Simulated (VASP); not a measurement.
# Ta4In in VASP: single point with PBE

Aim: the single point of Ta4In with PBE.

All numbers are computed with VASP 6.6.1; they aren't measurements. Logs are shortened: lines on timing, memory, paths and dates and some standing lists are left out, and cuts for length are marked.

**1. The cell of the first run**

The typed cell holds 10 atoms: a = 3.437 Å, b = 6.925 Å, c = 8.301 Å, α = 102.03°, β = 101.95°, γ = 89.99°.

**2. Single point, PBE**

INCAR reads:

```
PREC = Accurate
ENCUT = 520
EDIFF = 1E-7
ISMEAR = 0
SIGMA = 0.2
LREAL = F
LASPH = T
NELM = 60
ALGO = Fast
ISIF = 2
LWAVE = F
LCHARG = F
GGA = PE
NBANDS = 68
```

KPOINTS reads:

```
Automatic mesh
0
Gamma
  6 4 6
```

POSCAR reads:

```
Ta4In
1.0
    0.0005558265     -3.4366747132     -0.0000875932
    6.9254925940      0.0003063432      0.0005844144
   -1.7306926154      1.7180288859      7.9351637428
Ta In
8 2
Direct
    0.1995404280      0.0997391641      0.3990189931
    0.1995190375      0.5997303571      0.3989965264
    0.6054362939      0.3027082523      0.2109304911
    0.6054257797      0.8026701510      0.2108784204
    0.3945525122      0.1973049493      0.7890713154
    0.3945956557      0.6973311893      0.7891239272
    0.8004591427      0.4002508140      0.6009755205
    0.8004768056      0.9002563012      0.6010066183
    0.0000164219      0.0000190949      0.0000195760
   -0.0000220773      0.4999897268     -0.0000213884
```

Potentials or basis: VASP PAW PBE potentials, release 64 (Ta_pv, In_d).

Run with:

```bash
$ cat potpaw_PBE.64/Ta_pv/POTCAR potpaw_PBE.64/In_d/POTCAR > POTCAR
$ mpirun -np 1 vasp_std > vasp.out
```

OUTCAR:

```text
PREC = Accurate
   ENCUT = 520
   EDIFF = 1E-7
   ISMEAR = 0
   LREAL = F
   LASPH = T
   NELM = 60
   ISIF = 2
   GGA = PE

 ion  position               nearest neighbor table
   1  0.200  0.100  0.399-   3 2.86   3 2.86   4 2.86   4 2.86   8 2.92   8 2.92   7 2.92   7 2.92
                             5 3.10   9 3.17   2 3.46   2 3.46
   2  0.200  0.600  0.399-   4 2.86   4 2.86   3 2.86   3 2.86   7 2.92   7 2.92   8 2.92   8 2.92
                             6 3.10  10 3.17   1 3.46   1 3.46
   3  0.605  0.303  0.211-   1 2.86   1 2.86   2 2.86   2 2.86  10 2.96   9 2.96   9 2.96  10 2.96
                             7 3.10   5 3.35   4 3.46   4 3.46
   4  0.605  0.803  0.211-   2 2.86   2 2.86   1 2.86   1 2.86   9 2.96  10 2.96   9 2.96  10 2.96
                             8 3.10   6 3.35   3 3.46   3 3.46
   5  0.395  0.197  0.789-   7 2.86   7 2.86   8 2.86   8 2.86   9 2.96  10 2.96  10 2.96   9 2.96
                             1 3.10   3 3.35   6 3.46   6 3.46
   6  0.395  0.697  0.789-   8 2.86   8 2.86   7 2.86   7 2.86  10 2.96   9 2.96  10 2.96   9 2.96
                             2 3.10   4 3.35   5 3.46   5 3.46
   7  0.800  0.400  0.601-   5 2.86   5 2.86   6 2.86   6 2.86   2 2.92   2 2.92   1 2.92   1 2.92
                             3 3.10  10 3.17   8 3.46   8 3.46
   8  0.800  0.900  0.601-   6 2.86   6 2.86   5 2.86   5 2.86   1 2.92   1 2.92   2 2.92   2 2.92
                             4 3.10   9 3.17   7 3.46   7 3.46
   9  0.000  0.000  0.000-   4 2.96   6 2.96   5 2.96   4 2.96   3 2.96   6 2.96   3 2.96   5 2.96
                             1 3.17   8 3.17  10 3.46  10 3.46
  10  1.000  0.500  1.000-   6 2.96   4 2.96   3 2.96   5 2.96   6 2.96   5 2.96   4 2.96   3 2.96
                             7 3.17   2 3.17   9 3.46   9 3.46

  LATTYP: Found a triclinic cell.
 ALAT       =     9.6195844051
 B/A-ratio  =     0.3572581324
 C/A-ratio  =     0.7199367804
 COS(alpha) =     0.0001174975
 COS(beta)  =     0.1798779161
 COS(gamma) =     0.5359052498

  Lattice vectors:

 A1 = (  -1.7312484419,   5.1547035991,   7.9352513360)
 A2 = (  -0.0005558265,   3.4366747132,   0.0000875932)
 A3 = (  -6.9254925940,  -0.0003063432,  -0.0005844144)

Analysis of symmetry for initial positions (statically):
=====================================================================
 Subroutine PRICEL returns:
 Original cell was already a primitive cell.

 Routine SETGRP: Setting up the symmetry group for a
 triclinic supercell.

 Subroutine GETGRP returns: Found  1 space group operations
 (whereof  1 operations were pure point group operations)
 out of a pool of  2 trial point group operations.

The static configuration has the point symmetry C_1 .

Analysis of symmetry for dynamics (positions and initial velocities):
=====================================================================
 Subroutine PRICEL returns:
 Original cell was already a primitive cell.

 Routine SETGRP: Setting up the symmetry group for a
 triclinic supercell.

 Subroutine GETGRP returns: Found  1 space group operations
 (whereof  1 operations were pure point group operations)
 out of a pool of  2 trial point group operations.

The dynamic configuration has the point symmetry C_1 .

 Subroutine INISYM returns: Found  1 space group operations
 (whereof  1 operations are pure point group operations),
 and found     1 'primitive' translations

----------------------------------------------------------------------------------------

                                     Primitive cell

  volume of cell :     188.8646

  direct lattice vectors                    reciprocal lattice vectors
     0.000555826 -3.436674713 -0.000087593     0.000007555 -0.290980555  0.063001356
     6.925492594  0.000306343  0.000584414     0.144391403  0.000022550  0.031487490
    -1.730692615  1.718028886  7.935163743    -0.000010634 -0.000003214  0.126019720

  length of vectors
     3.436674759  6.925492625  8.301430227     0.297722781  0.147784775  0.126019721

  position of ions in fractional coordinates (direct lattice)
     0.199540428  0.099739164  0.399018993
     0.199519037  0.599730357  0.398996526
     0.605436294  0.302708252  0.210930491
     0.605425780  0.802670151  0.210878420
     0.394552512  0.197304949  0.789071315
     0.394595656  0.697331189  0.789123927
     0.800459143  0.400250814  0.600975521
     0.800476806  0.900256301  0.601006618
     0.000016422  0.000019095  0.000019576
     0.999977923  0.499989727  0.999978612

  ion indices of the primitive-cell ions
   primitive index   ion index
                 1           1
                 2           2
                 3           3
                 4           4
                 5           5
                 6           6
                 7           7
                 8           8
                 9           9
                10          10

----------------------------------------------------------------------------------------

 KPOINTS: Automatic mesh

Automatic generation of k-mesh.
 Grid dimensions read from file:
 generate k-points for:    6    4    6

 Generating k-lattice:

  Cartesian coordinates                     Fractional coordinates (reciprocal lattice)
     0.000001259 -0.048496759  0.010500226     0.166666667  0.000000000  0.000000000
     0.036097851  0.000005638  0.007871873     0.000000000  0.250000000  0.000000000
    -0.000001772 -0.000000536  0.021003287     0.000000000 -0.000000000  0.166666667

  Length of vectors
     0.049620463  0.036946194  0.021003287

  Shift w.r.t. Gamma in fractional coordinates (k-lattice)
     0.000000000  0.000000000  0.000000000

 Subroutine IBZKPT returns following result:
 ===========================================

 Found     76 irreducible k-points:

 Following reciprocal coordinates:
            Coordinates               Weight
  0.000000  0.000000  0.000000      1.000000
  0.166667  0.000000  0.000000      2.000000
  0.333333 -0.000000  0.000000      2.000000
  0.500000 -0.000000 -0.000000      1.000000
 -0.000000  0.250000  0.000000      2.000000
  0.166667  0.250000  0.000000      2.000000
[... 16 lines left out ...]
  0.333333  0.250000  0.166667      2.000000
  0.500000  0.250000  0.166667      2.000000
 [... further k-points ...]
   k-points           NKPTS =     76   k-points in BZ     NKDIM =     76   number of bands    NBANDS=     68
   number of dos      NEDOS =    301   number of ions     NIONS =     10
   total plane-waves  NPLWV =  96768
   dimension x,y,z NGX =    28 NGY =   54 NGZ =   64
   dimension x,y,z NGXF=    56 NGYF=  108 NGZF=  128
   ions per type =               8   2
   NGX,Y,Z   is equivalent  to a cutoff of  13.54, 12.96, 12.82 a.u.
   NGXF,Y,Z  is equivalent  to a cutoff of  27.09, 25.93, 25.63 a.u.
 SYSTEM =  unknown system
   PREC   = accura    normal or accurate (medium, high low for compatibility)
   ISTART =      0    job   : 0-new  1-cont  2-samecut
   ICHARG =      2    charge: 1-file 2-atom 10-const
   ISPIN  =      1    spin polarized calculation?
   LNONCOLLINEAR =      F non collinear calculations
   LSORBIT =      F    spin-orbit coupling
   LASPH  =      T    aspherical Exc in radial PAW
   ENCUT  =  520.0 eV  38.22 Ry    6.18 a.u.   6.39 12.88 15.44*2*pi/ulx,y,z
   NELM   =     60;   NELMIN=  2; NELMDL= -5     # of ELM steps
   EDIFF  = 0.1E-06   stopping-criterion for ELM
   LREAL  =      F    real-space projection
   EDIFFG = 0.1E-05   stopping-criterion for IOM
   NSW    =      0    number of steps for IOM
   IBRION =     -1    ionic relax: 0-MD 1-quasi-New 2-CG
   NFREE  =      0    steps in history (QN), initial steepest desc. (CG)
   ISIF   =      2    stress and relaxation
   ISYM   =      2    0-nonsym 1-usesym 2-fastsym
   POTIM  = 0.5000    time-step for ionic-motion
   TEBEG  =    0.0;   TEEND  =   0.0 temperature during run
   PSTRESS=    0.0 pullay stress
   NELECT =     114.0000    total number of electrons
   NUPDOWN=      -1.0000    fix difference up-down
   EMIN   =  10.00;   EMAX   =-10.00  energy-range for DOS
   EFERMI =   0.00;   METHOD = LEGACY
   ISMEAR =     0;   SIGMA  =   0.20  broadening in eV -4-tet -1-fermi 0-gaus
   EFERMI_NEDOS =   21; number of points for ismear=-14 and -15
   IALGO  =     68    algorithm
   IMIX   =      4    mixing-type and parameters
     AMIX     =   0.40;   BMIX     =  1.00
     AMIX_MAG =   1.60;   BMIX_MAG =  1.00
  volume/ion in A,a.u.               =      18.89       127.45
  Fermi-wavevector in a.u.,A,eV,Ry     =   1.383544  2.614519 26.044184  1.914194
  Thomas-Fermi vector in A             =   2.508132
   LORBIT       =      0    0 simple, 1 ext, 2 COOP (PROOUT), +10 PAW based schemes
   GGA     = PE    functional components
   LHFCALC =     F    Hartree Fock is set to
   AEXX    =    0.0000 exact exchange contribution
   IVDW    =     0    specifies the selected vdW correction
   LEPSILON=     F    determine dielectric tensor
   LRPA    =     F    only Hartree local field effects (RPA)
 non-spin polarized calculation
 RMM-DIIS sequential band-by-band and
 Gauss-broadening in eV      SIGMA  =   0.20
  energy-cutoff  :      520.00
  volume of cell :      188.86
 maximum number of plane-waves:      5118
 NGX is ok and might be reduce to    28
   NGX = 13   NGY = 25   NGZ = 31

 number of electron     114.0000014 magnetization

 Free energy of the ion-electron system (eV)
  ---------------------------------------------------
  ext. energy  EPLUGINS =         0.00000000
  ---------------------------------------------------
  free energy    TOTEN  =       -99.04641047 eV

  energy without entropy =      -98.90200894  energy(sigma->0) =      -98.97420970

 E-fermi :   6.5418     XC(G=0): -12.2822

 val. band max:        6.5415884145   @ k =   0.0000  -0.2500   0.1667
 cond. band min:       6.5418973918   @ k =   0.0000  -0.2500   0.1667
 fundamental gap:      0.0003089773
 Fermi energy:         6.5418063362

 k-point     1 :       0.0000    0.0000    0.0000
  band No.  band energies     occupation
      1     -27.9740      2.00000
      2     -27.9612      2.00000
      3     -27.8434      2.00000
      4     -27.8051      2.00000
      5     -27.7937      2.00000
      6     -27.7815      2.00000
[... 60 lines left out ...]
     67       8.9085      0.00000
     68       9.5364      0.00000

 k-point     2 :       0.1667    0.0000    0.0000
  band No.  band energies     occupation
      1     -27.9478      2.00000
      2     -27.9353      2.00000
      3     -27.8717      2.00000
      4     -27.8419      2.00000
      5     -27.8322      2.00000
      6     -27.8166      2.00000
[... 60 lines left out ...]
     67       9.2921      0.00000
     68       9.5398      0.00000

 k-point     3 :       0.3333   -0.0000    0.0000
  band No.  band energies     occupation
      1     -27.9553      2.00000
      2     -27.9479      2.00000
      3     -27.9425      2.00000
      4     -27.9040      2.00000
      5     -27.8940      2.00000
      6     -27.8905      2.00000
[... 1480 lines left out ...]
     67       9.7650      0.00000
     68       9.8452      0.00000

 k-point    24 :       0.5000    0.2500    0.1667
  band No.  band energies     occupation
      1     -27.9724      2.00000
      2     -27.9713      2.00000
      3     -27.9616      2.00000
      4     -27.9390      2.00000
      5     -27.8971      2.00000
      6     -27.8929      2.00000
[... 60 lines left out ...]
     67       9.7844      0.00000
     68       9.8366      0.00000

 [... further k-points ...]

------------------------ aborting loop because EDIFF is reached ----------------------------------------

  FORCE on cell =-STRESS in cart. coord.  units (eV):
  Direction    XX          YY          ZZ          XY          YZ          ZX
  --------------------------------------------------------------------------------------
  -------------------------------------------------------------------------------------
  Total       -0.1079227      0.1066733      0.1129004      0.0136828     -0.0007947     -0.0153001
  in kB       -0.9155304      0.9049315      0.9577575      0.1160736     -0.0067413     -0.1297939
  external PRESSURE =       0.3157195 kB  Pullay stress =       0.0000000 kB

 VOLUME and BASIS-vectors are now :
 -----------------------------------------------------------------------------
  energy-cutoff  :      520.00
  volume of cell :      188.86
      direct lattice vectors                 reciprocal lattice vectors
     0.000555826 -3.436674713 -0.000087593     0.000007555 -0.290980555  0.063001356
     6.925492594  0.000306343  0.000584414     0.144391403  0.000022550  0.031487490
    -1.730692615  1.718028886  7.935163743    -0.000010634 -0.000003214  0.126019720

 POSITION                                       TOTAL-FORCE (eV/Angst)
 -----------------------------------------------------------------------------------
      0.00027     -0.00020      3.16632        -0.001128      0.001703     -0.017122
      3.46300     -0.00001      3.16644         0.000788      0.001230     -0.015224
      1.73168     -1.71821      1.67389        -0.000088     -0.001261     -0.009586
      5.19426     -1.71811      1.67377         0.000048     -0.000653     -0.007213
      0.00101     -0.00024      6.26149        -0.000824      0.000790      0.009150
      3.46385     -0.00015      6.26220        -0.000090      0.001521      0.007030
      1.73228     -1.71830      4.76900         0.001253     -0.001530      0.017667
      5.19501     -1.71816      4.76954         0.000172     -0.001561      0.015132
      0.00010     -0.00002      0.00016         0.000850      0.000119     -0.000585
      1.73258     -1.71845      7.93520        -0.000982     -0.000357      0.000752
 -----------------------------------------------------------------------------------
    total drift:                               -0.000010      0.000005      0.000048

  FREE ENERGIE OF THE ION-ELECTRON SYSTEM (eV)
  ---------------------------------------------------
  free  energy   TOTEN  =       -99.0464104704 eV

  energy  without entropy=      -98.9020089386  energy(sigma->0) =      -98.97420970
```

Run time: 14 min. Hardware: 1 thread of Intel Xeon 6975P-C (Granite Rapids), shared host; peak memory 0.8 GiB.

What came out:

```
Free energy            : -99.0464 eV
Pressure               : 0.0 GPa
Largest force          : 0.018 eV/Å
Band gap on the k mesh : zero (bands 57 and 58 overlap by 1.07 eV)
```

Forces on the atoms (eV/Å):
```
Ta  -0.001  0.002 -0.017
Ta   0.001  0.001 -0.015
Ta   0.000 -0.001 -0.010
Ta   0.000 -0.001 -0.007
Ta  -0.001  0.001  0.009
Ta   0.000  0.002  0.007
Ta   0.001 -0.002  0.018
Ta   0.000 -0.002  0.015
In   0.001  0.000 -0.001
In  -0.001  0.000  0.001
```

Caveat: spin-orbit coupling is left out, which moves the levels of the heavy elements.
